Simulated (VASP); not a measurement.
# CrO2 (P4_2/mnm) in VASP: a series of runs

CrO2 is run at these levels: PBE; tasks: relaxation of cell and atoms, single point.

All numbers are computed with VASP 6.6.1; they aren't measurements. Logs are shortened: lines on timing, memory, paths and dates and some standing lists are left out, and cuts for length are marked.

### 1 The cell of the first run

It takes space group P4_2/mnm (No. 136, tetragonal). The conventional cell has a = 4.409 Å, b = 4.409 Å, c = 2.914 Å, α = 90.00°, β = 90.00°, γ = 90.00°. Within 2.5 Å of Cr (site symmetry mmm) lie 6 O at 1.89 to 1.91 Å. O (site symmetry m2m) has 3 Cr at 1.89 to 1.91 Å and 1 O at 2.46 Å within 2.5 Å.

### 2 Relaxation of cell and atoms, PBE, collinear spin, ferromagnetic start

Contents of INCAR:

```
ALGO = Normal
EDIFF = 1E-7
EDIFFG = -0.04
ENCUT = 600
GGA = PE
GGA_COMPAT = False
IBRION = 2
ISIF = 3
ISMEAR = 0
ISPIN = 2
LASPH = True
LCHARG = False
LMAXMIX = 4
LORBIT = 11
LREAL = False
LWAVE = False
MAGMOM = 1.9 1.9 0 0 0 0
NELM = 200
NELMIN = 4
NSW = 60
PREC = Accurate
SIGMA = 0.1
```

Contents of KPOINTS:

```
k-points
0
Gamma
  4 4 6
```

Contents of POSCAR:

```
CrO2
1.0
    4.4091920000      0.0000000000      0.0000000000
    0.0000000000      4.4091920000      0.0000000000
    0.0000000000      0.0000000000      2.9138880000
Cr O
2 4
Direct
    0.0000000000      0.0000000000      0.5000000000
    0.5000000000      0.5000000000      0.0000000000
    0.1972570000      0.1972570000      0.0000000000
    0.3027430000      0.6972570000      0.5000000000
    0.8027430000      0.8027430000      0.0000000000
    0.6972570000      0.3027430000      0.5000000000
```

Potentials or basis: VASP PAW PBE potentials, release 64 (Cr_sv, O).

Launch:

```console
$ cat potpaw_PBE.64/Cr_sv/POTCAR potpaw_PBE.64/O/POTCAR > POTCAR
$ mpirun -np 1 vasp_std > vasp.out
```

OUTCAR:

```text
EDIFF = 1E-7
   EDIFFG = -0.04
   ENCUT = 600
   GGA = PE
   IBRION = 2
   ISIF = 3
   ISMEAR = 0
   ISPIN = 2
   LASPH = True
   LORBIT = 11
   LREAL = False
   NELM = 200
   NELMIN = 4
   NSW = 60
   PREC = Accurate

 ion  position               nearest neighbor table
   1  0.000  0.000  0.500-   4 1.89   6 1.89   5 1.91   3 1.91   3 1.91   5 1.91
   2  0.500  0.500  0.000-   3 1.89   5 1.89   4 1.91   6 1.91   4 1.91   6 1.91
   3  0.197  0.197  0.000-   2 1.89   1 1.91   1 1.91
   4  0.303  0.697  0.500-   1 1.89   2 1.91   2 1.91
   5  0.803  0.803  0.000-   2 1.89   1 1.91   1 1.91
   6  0.697  0.303  0.500-   1 1.89   2 1.91   2 1.91

  LATTYP: Found a simple tetragonal cell.
 ALAT       =     4.4091920000
 C/A-ratio  =     0.6608666622

  Lattice vectors:

 A1 = (   4.4091920000,   0.0000000000,   0.0000000000)
 A2 = (   0.0000000000,   4.4091920000,   0.0000000000)
 A3 = (   0.0000000000,   0.0000000000,   2.9138880000)

Analysis of symmetry for initial positions (statically):
=====================================================================
 Subroutine PRICEL returns:
 Original cell was already a primitive cell.

 Routine SETGRP: Setting up the symmetry group for a
 simple tetragonal supercell.

 Subroutine GETGRP returns: Found 16 space group operations
 (whereof  8 operations were pure point group operations)
 out of a pool of 16 trial point group operations.

The static configuration has the point symmetry D_2h.
 The point group associated with its full space group is D_4h.

Analysis of symmetry for dynamics (positions and initial velocities):
=====================================================================
 Subroutine PRICEL returns:
 Original cell was already a primitive cell.

 Routine SETGRP: Setting up the symmetry group for a
 simple tetragonal supercell.

 Subroutine GETGRP returns: Found 16 space group operations
 (whereof  8 operations were pure point group operations)
 out of a pool of 16 trial point group operations.

The dynamic configuration has the point symmetry D_2h.
 The point group associated with its full space group is D_4h.

Analysis of structural, dynamic, and magnetic symmetry:
=====================================================================
 Subroutine PRICEL returns:
 Original cell was already a primitive cell.

 Routine SETGRP: Setting up the symmetry group for a
 simple tetragonal supercell.

 Subroutine GETGRP returns: Found 16 space group operations
 (whereof  8 operations were pure point group operations)
 out of a pool of 16 trial point group operations.

The overall configuration has the point symmetry D_2h.
 The point group associated with its full space group is D_4h.

 Subroutine INISYM returns: Found 16 space group operations
 (whereof  8 operations are pure point group operations),
 and found     1 'primitive' translations

----------------------------------------------------------------------------------------

                                     Primitive cell

  volume of cell :      56.6488

  direct lattice vectors                    reciprocal lattice vectors
     4.409192000  0.000000000  0.000000000     0.226798924  0.000000000  0.000000000
     0.000000000  4.409192000  0.000000000     0.000000000  0.226798924  0.000000000
     0.000000000  0.000000000  2.913888000     0.000000000  0.000000000  0.343184089

  length of vectors
     4.409192000  4.409192000  2.913888000     0.226798924  0.226798924  0.343184089

  position of ions in fractional coordinates (direct lattice)
     0.000000000  0.000000000  0.500000000
     0.500000000  0.500000000  0.000000000
     0.197257000  0.197257000  0.000000000
     0.302743000  0.697257000  0.500000000
     0.802743000  0.802743000  0.000000000
     0.697257000  0.302743000  0.500000000

  ion indices of the primitive-cell ions
   primitive index   ion index
                 1           1
                 2           2
                 3           3
                 4           4
                 5           5
                 6           6

----------------------------------------------------------------------------------------

 KPOINTS: k-points

Automatic generation of k-mesh.
 Grid dimensions read from file:
 generate k-points for:    4    4    6

 Generating k-lattice:

  Cartesian coordinates                     Fractional coordinates (reciprocal lattice)
     0.056699731  0.000000000  0.000000000     0.250000000  0.000000000  0.000000000
     0.000000000  0.056699731  0.000000000     0.000000000  0.250000000  0.000000000
     0.000000000  0.000000000  0.057197348     0.000000000  0.000000000  0.166666667

  Length of vectors
     0.056699731  0.056699731  0.057197348

  Shift w.r.t. Gamma in fractional coordinates (k-lattice)
     0.000000000  0.000000000  0.000000000

 Subroutine IBZKPT returns following result:
 ===========================================

 Found     24 irreducible k-points:

 Following reciprocal coordinates:
            Coordinates               Weight
  0.000000  0.000000  0.000000      1.000000
  0.250000  0.000000  0.000000      4.000000
  0.500000  0.000000  0.000000      2.000000
  0.250000  0.250000  0.000000      4.000000
  0.500000  0.250000  0.000000      4.000000
  0.500000  0.500000  0.000000      1.000000
[... 16 lines left out ...]
  0.500000  0.250000  0.500000      4.000000
  0.500000  0.500000  0.500000      1.000000
   k-points           NKPTS =     24   k-points in BZ     NKDIM =     24   number of bands    NBANDS=     33
   number of dos      NEDOS =    301   number of ions     NIONS =      6
   total plane-waves  NPLWV =  31104
   dimension x,y,z NGX =    36 NGY =   36 NGZ =   24
   dimension x,y,z NGXF=    72 NGYF=   72 NGZF=   48
   ions per type =               2   4
   NGX,Y,Z   is equivalent  to a cutoff of  13.57, 13.57, 13.69 a.u.
   NGXF,Y,Z  is equivalent  to a cutoff of  27.15, 27.15, 27.39 a.u.
 SYSTEM =  unknown system
   PREC   = accura    normal or accurate (medium, high low for compatibility)
   ISTART =      0    job   : 0-new  1-cont  2-samecut
   ICHARG =      2    charge: 1-file 2-atom 10-const
   ISPIN  =      2    spin polarized calculation?
   LNONCOLLINEAR =      F non collinear calculations
   LSORBIT =      F    spin-orbit coupling
   LASPH  =      T    aspherical Exc in radial PAW
   ENCUT  =  600.0 eV  44.10 Ry    6.64 a.u.   8.81  8.81  5.82*2*pi/ulx,y,z
   NELM   =    200;   NELMIN=  4; NELMDL= -5     # of ELM steps
   EDIFF  = 0.1E-06   stopping-criterion for ELM
   LREAL  =      F    real-space projection
   EDIFFG = -.4E-01   stopping-criterion for IOM
   NSW    =     60    number of steps for IOM
   IBRION =      2    ionic relax: 0-MD 1-quasi-New 2-CG
   NFREE  =      1    steps in history (QN), initial steepest desc. (CG)
   ISIF   =      3    stress and relaxation
   ISYM   =      2    0-nonsym 1-usesym 2-fastsym
   POTIM  = 0.5000    time-step for ionic-motion
   TEBEG  =    0.0;   TEEND  =   0.0 temperature during run
   PSTRESS=    0.0 pullay stress
   NELECT =      52.0000    total number of electrons
   NUPDOWN=      -1.0000    fix difference up-down
   EMIN   =  10.00;   EMAX   =-10.00  energy-range for DOS
   EFERMI =   0.00;   METHOD = LEGACY
   ISMEAR =     0;   SIGMA  =   0.10  broadening in eV -4-tet -1-fermi 0-gaus
   EFERMI_NEDOS =   21; number of points for ismear=-14 and -15
   IALGO  =     38    algorithm
   IMIX   =      4    mixing-type and parameters
     AMIX     =   0.40;   BMIX     =  1.00
     AMIX_MAG =   1.60;   BMIX_MAG =  1.00
  volume/ion in A,a.u.               =       9.44        63.71
  Fermi-wavevector in a.u.,A,eV,Ry     =   1.591032  3.006615 34.441566  2.531384
  Thomas-Fermi vector in A             =   2.689635
   LORBIT       =     11    0 simple, 1 ext, 2 COOP (PROOUT), +10 PAW based schemes
   GGA     = PE    functional components
   LHFCALC =     F    Hartree Fock is set to
   AEXX    =    0.0000 exact exchange contribution
   IVDW    =     0    specifies the selected vdW correction
   LEPSILON=     F    determine dielectric tensor
   LRPA    =     F    only Hartree local field effects (RPA)
 conjugate gradient relaxation of ions
 spin polarized calculation
 Gauss-broadening in eV      SIGMA  =   0.10
  energy-cutoff  :      600.00
  volume of cell :       56.65
 maximum number of plane-waves:      1915
 NGX is ok and might be reduce to    36
   NGX = 17   NGY = 17   NGZ = 11

--------------------------------------- Ionic step        1  -------------------------------------------

 number of electron      51.9999989 magnetization       3.9999855

 Free energy of the ion-electron system (eV)
  ---------------------------------------------------
  ext. energy  EPLUGINS =         0.00000000
  ---------------------------------------------------
  free energy    TOTEN  =       -50.70457756 eV

  energy without entropy =      -50.69509517  energy(sigma->0) =      -50.69983636

------------------------ aborting loop because EDIFF is reached ----------------------------------------

  FORCE on cell =-STRESS in cart. coord.  units (eV):
  Direction    XX          YY          ZZ          XY          YZ          ZX
  --------------------------------------------------------------------------------------
  -------------------------------------------------------------------------------------
  Total        1.0116463      1.0116463      0.7051975     -0.0000000      0.0000000      0.0000000
  in kB       28.6120112     28.6120112     19.9448356     -0.0000000      0.0000000      0.0000000
  external PRESSURE =      25.7229527 kB  Pullay stress =       0.0000000 kB
[... 105 lines left out ...]
  energy  without entropy=      -50.7005258089  energy(sigma->0) =      -50.70514669

--------------------------------------- Ionic step        4  -------------------------------------------

 number of electron      51.9999992 magnetization       4.0000001

 Free energy of the ion-electron system (eV)
  ---------------------------------------------------
  ext. energy  EPLUGINS =         0.00000000
  ---------------------------------------------------
  free energy    TOTEN  =       -50.71039992 eV

  energy without entropy =      -50.70137961  energy(sigma->0) =      -50.70588977

 E-fermi :   6.8781     XC(G=0): -11.9030

 val. band max:        6.8597103746   @ k =   0.0000   0.0000   0.5000
 cond. band min:       6.9440606978   @ k =   0.5000   0.5000   0.5000
 fundamental gap:      0.0843503232
 Fermi energy:         6.8780679881

 spin component 1

 k-point     1 :       0.0000    0.0000    0.0000
  band No.  band energies     occupation
      1     -66.6177      1.00000
      2     -66.6122      1.00000
      3     -37.9883      1.00000
      4     -37.9883      1.00000
      5     -37.8728      1.00000
      6     -37.8728      1.00000
[... 853 lines left out ...]
     32       9.8475      0.00000
     33       9.9110      0.00000
 Fermi energy:         6.8780679881

 spin component 2

 k-point     1 :       0.0000    0.0000    0.0000
  band No.  band energies     occupation
      1     -64.3652      1.00000
      2     -64.3590      1.00000
      3     -35.9813      1.00000
      4     -35.9813      1.00000
      5     -35.6384      1.00000
      6     -35.6384      1.00000
[... 886 lines left out ...]
  FREE ENERGIE OF THE ION-ELECTRON SYSTEM (eV)
  ---------------------------------------------------
  free  energy   TOTEN  =       -50.7103999244 eV

  energy  without entropy=      -50.7013796103  energy(sigma->0) =      -50.70588977

 reached required accuracy - stopping structural energy minimisation

 total charge

# of ion       s       p       d       tot
------------------------------------------
    1        2.150   6.051   3.360  11.561
    2        2.150   6.051   3.360  11.561
    3        1.568   3.468   0.000   5.036
    4        1.568   3.468   0.000   5.036
    5        1.568   3.468   0.000   5.036
    6        1.568   3.468   0.000   5.036
--------------------------------------------------
tot         10.572  25.974   6.721  43.267

 magnetization (x)

# of ion       s       p       d       tot
------------------------------------------
    1        0.012   0.012   1.922   1.946
    2        0.012   0.012   1.922   1.946
    3       -0.003  -0.070   0.000  -0.073
    4       -0.003  -0.070   0.000  -0.073
    5       -0.003  -0.070   0.000  -0.073
    6       -0.003  -0.070   0.000  -0.073
--------------------------------------------------
tot          0.014  -0.257   3.843   3.600
```

Wall time 2.7 min (1 thread of Intel Xeon 6975P-C (Granite Rapids), shared host); peak memory 0.24 GiB.

What came out:

- Free energy: -50.7104 eV
- Relaxed volume: 9.55 Å³/atom
- Relaxed cell: a = 4.431 Å, b = 4.431 Å, c = 2.917 Å, α = 90.00°, β = 90.00°, γ = 90.00°
- Space group after relaxing (to 0.1 Å): P4_2/mnm (No. 136)
- Energy gained by relaxing: 1.0 meV/atom
- Ionic steps: 4
- Pressure after relaxing: 0.0 GPa
- Largest force after relaxing: 0.003 eV/Å
- Band gap on the k mesh: zero (filled and empty bands overlap)
- Net moment: 4.00 μB per cell
- Site moments: Cr +1.95; O -0.07 μB
- Valence electrons inside the program's atomic spheres: Cr 11.56; O 5.04

Forces on the atoms (eV/Å):
```
Cr   0.000  0.000  0.000
Cr   0.000  0.000  0.000
O   -0.002 -0.002  0.000
O    0.002 -0.002  0.000
O    0.002  0.002  0.000
O   -0.002  0.002  0.000
```

Step by step:
```
step  energy change (eV)  largest force (eV/Å)  pressure (GPa)  volume (Å³)
   1              0.0000                0.0492            2.57        56.65
   2             -0.0001                0.0630           -2.70        57.90
   3             -0.0052                0.0548           -0.15        57.27
   4             -0.0058                0.0032            0.00        57.28
```

Final structure:
```
Cr O
1.0
     4.43111    0.00000    0.00000
     0.00000    4.43111    0.00000
     0.00000    0.00000    2.91726
Cr O
2 4
Direct
  0.00000 0.00000 0.50000
  0.50000 0.50000 0.00000
  0.19666 0.19666 0.00000
  0.30334 0.69666 0.50000
  0.80334 0.80334 0.00000
  0.69666 0.30334 0.50000
```

Levels at points of the mesh, in eV from the Fermi level:
Spin up:
| k point | band 26 | band 27 | band 28 | band 29 | band 30 | band 31 |
| --- | --- | --- | --- | --- | --- | --- |
| (0.00, 0.00, 0.00) | -1.14 | -1.14 | -1.13 | -0.59 | 1.13 | 1.20 |
| (0.50, 0.00, 0.00) | -0.79 | -0.35 | -0.35 | 0.35 | 0.35 | 3.31 |
| (0.50, 0.50, 0.00) | -1.49 | -1.12 | -1.12 | 0.90 | 0.90 | 2.73 |
| (0.00, 0.00, 0.50) | -0.71 | -0.02 | -0.02 | 0.75 | 0.75 | 2.46 |
| (0.50, 0.00, 0.50) | -1.44 | -0.71 | -0.71 | 0.93 | 0.93 | 1.68 |
| (0.50, 0.50, 0.50) | -0.71 | -0.25 | -0.25 | 0.07 | 0.07 | 2.97 |
Spin down:
| k point | band 22 | band 23 | band 24 | band 25 | band 26 | band 27 |
| --- | --- | --- | --- | --- | --- | --- |
| (0.00, 0.00, 0.00) | -1.39 | -1.39 | -0.95 | 0.95 | 0.96 | 1.22 |
| (0.50, 0.00, 0.00) | -2.89 | -1.76 | -1.76 | 1.62 | 1.62 | 1.81 |
| (0.50, 0.50, 0.00) | -2.56 | -2.20 | -2.20 | 0.98 | 0.98 | 1.24 |
| (0.00, 0.00, 0.50) | -3.59 | -2.61 | -2.61 | 1.64 | 1.64 | 2.13 |
| (0.50, 0.00, 0.50) | -3.14 | -2.08 | -2.08 | 0.69 | 0.69 | 2.17 |
| (0.50, 0.50, 0.50) | -2.39 | -1.68 | -1.68 | 1.30 | 1.30 | 2.00 |

Caveat: semilocal functionals often make such compounds metallic where correlation or magnetic order opens a gap, which also shifts bond lengths; only a ferromagnetic start was run, and an antiferromagnetic order may lie lower in energy. With open d or f shells a metallic result of PBE can be an artefact of self-interaction; +U or a hybrid may open a gap.

(Part 1 of 2 ends here.)
